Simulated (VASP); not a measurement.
A run of VASP 6.6.1:

The input INCAR:

```
SYSTEM = InP
PREC = Accurate
ENCUT = 500
EDIFF = 1E-7
ISMEAR = 0
SIGMA = 0.01
LREAL = .FALSE.
LASPH = .TRUE.
NELM = 120
ALGO = Normal
ISIF = 3
LWAVE = .FALSE.
LCHARG = .FALSE.
GGA = CA
IBRION = 2
NSW = 80
EDIFFG = -0.02
PSTRESS = 20.0
GGA_COMPAT = .FALSE.
NELMIN = 4
```

File KPOINTS:

```
regular mesh
0
G
  6 6 6
  0 0 0
```

File POSCAR:

```
InP
1.0
    0.0000000000      2.9305000000      2.9305000000
    2.9305000000      0.0000000000      2.9305000000
    2.9305000000      2.9305000000      0.0000000000
In P
1 1
Direct
    0.0000000000      0.0000000000      0.0000000000
    0.2500000000      0.2500000000      0.2500000000
```

Potentials or basis: VASP PAW LDA potentials, release 64 (In_d, P).

Command:

```sh
$ cat potpaw_LDA.64/In_d/POTCAR potpaw_LDA.64/P/POTCAR > POTCAR
$ mpirun -np 1 vasp_std > vasp.out
```

Hardware: 1 thread of Intel(R) Xeon(R) Platinum 8488C (Sapphire Rapids), with other jobs on the host.

Estimate the wall time of this run.

Wall time 14 s on 1 thread of Intel(R) Xeon(R) Platinum 8488C (Sapphire Rapids) (shared host), peak memory 0.15 GiB. Counts: scf iterations 32, k points 16, ion steps 3.
